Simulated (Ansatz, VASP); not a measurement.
## PPt: VASP beside Ansatz

The input POSCAR:

```
PPt
1.0
    0.0000000000      2.6438001204      2.6438001204
    2.6438001204      0.0000000000      2.6438001204
    2.6438001204      2.6438001204      0.0000000000
Pt P
1 1
Direct
    0.0000000000      0.0000000000      0.0000000000
    0.2500000000      0.2500000000      0.2500000000
```

Contents of INCAR.step1:

```
  ALGO = Normal
  EDIFF = 1E-4
  ENCUT = 520
  GGA = PE
  ISMEAR = 0
  LASPH = T
  LCHARG = F
  LREAL = F
  LWAVE = T
  NBANDS = 14
  NELM = 80
  PREC = Accurate
  SIGMA = 0.05
```

Contents of INCAR.step2:

```
  ALGO = Normal
  EDIFF = 1E-6
  ENCUT = 520
  ISIF = 2
  ISMEAR = 0
  ISTART = 1
  LASPH = T
  LCHARG = F
  LMIXTAU = T
  LREAL = F
  LWAVE = F
  METAGGA = R2SCAN
  NBANDS = 14
  NELM = 80
  PREC = Accurate
  SIGMA = 0.05
```

File KPOINTS:

```
k-points
0
Gamma
  12 12 12
```

Input for Ansatz:

```yaml
crystal:
  lattice:
    - [0.0, 2.6438001204, 2.6438001204]
    - [2.6438001204, 0.0, 2.6438001204]
    - [2.6438001204, 2.6438001204, 0.0]
  atoms:
    - { symbol: Pt, position: [0.0, 0.0, 0.0] }
    - { symbol: P, position: [0.25, 0.25, 0.25] }
basis:
  ecutwfc: 500
  ecutrho_ratio: 4
kpoints:
  mp_grid: { grid: [12, 12, 12] }
hamiltonian:
  xc: r2scan
scf:
  occupations: { method: gaussian, width: 0.05 }
output:
  forces: true
  stress: true
  eigenvalues: true
```

Alike in both runs: task single point; functional r2SCAN; k mesh 12 × 12 × 12; occupations gaussian, width 0.05 eV; no spin polarisation.

|  | VASP | Ansatz |
| --- | --- | --- |
| version | VASP 6.6.1 | Ansatz 0.2.0 |
| potentials or method | VASP PAW PBE potentials, release 64 (Pt, P), cutoff 520 eV | scalar-relativistic, plane waves, PAW |
| valence electrons in the cell | 15 | 23 |

Ansatz gave:

* gap on the k mesh at the Fermi level (eV): none
* pressure (GPa): 3.2

What did VASP give for the same quantities?

gap on the k mesh at the Fermi level (eV): none; pressure (GPa): 3.1.

VASP's potentials were made for PBE, not for r2SCAN. A gap of «none» marks a metal or a gap that the smearing closes. VASP's potentials hold 15 valence electrons a cell and Ansatz's 23, so a difference there can come from the potentials and not from the codes.

Neither program's run includes spin-orbit coupling.
